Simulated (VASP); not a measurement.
**Si4O: single point with PBE+D3(BJ)**

System: Si4O, a slab with vacuum.

```
Si O
1.0
     3.83334    0.00000    0.00000
     0.00000    3.83334    0.00000
     0.00000    0.00000   21.20348
Si O
4 1
Direct
  0.00000 0.50000 0.18865
  0.00000 0.00000 0.25257
  0.50000 0.00000 0.31919
  0.50000 0.50000 0.38218
  0.00000 0.50000 0.50008
```

- Program: VASP 6.6.1
- Task: single point
- Functional: PBE
- Dispersion: D3(BJ)
- Potentials or basis: VASP PAW PBE potentials, release 64 (Si, O)
- Cutoff: 520 eV
- k mesh: 7 × 7 × 1
- Occupations: gaussian, width 0.05 eV
- Spin: collinear spin, ferromagnetic start
- Starting moments: [0.0, 0.0, 0.0, 0.0, 2.0] μB
- Dipole correction: yes
- Further INCAR settings: ALGO = Normal; EDIFF = 1e-06; NBANDS = 23

```json
{"Largest force": "1.341 eV/Å", "Net moment": "1.43 μB per cell", "Site moments": "Si -0.03, -0.01, -0.02 (each value once); O +1.30 μB", "Valence electrons inside the program's atomic spheres": "Si 1.59, 1.67, 1.54 (each value once); O 4.59", "Dispersion energy per atom": "-0.198 eV"}
```

Forces in eV/Å, atoms in the order of the input:
```
Si   0.000  0.000 -0.124
Si   0.000  0.000  0.269
Si   0.000  0.000  0.093
Si   0.000  0.000  1.104
O    0.000  0.000 -1.341
```

Levels at points of the mesh, in eV from the Fermi level:
Spin up:
| k point | band 8 | band 9 | band 10 | band 11 | band 12 | band 13 | band 14 | band 15 | band 16 | band 17 |
| --- | --- | --- | --- | --- | --- | --- | --- | --- | --- | --- |
| (0.00, 0.00, 0.00) | -1.82 | -1.55 | -1.26 | -0.67 | 0.62 | 1.27 | 1.73 | 1.93 | 3.00 | 3.34 |
Spin down:
```
           k point  band 7  band 8  band 9  band 10  band 11  band 12  band 13  band 14
(0.00, 0.00, 0.00)   -1.82   -0.71   -0.26    -0.12     0.84     0.99     1.26     1.71
```

Run time: 9 min on 1 thread of Oxide Virtual Turin-like Processor (shared host), peak memory 0.55 GiB.
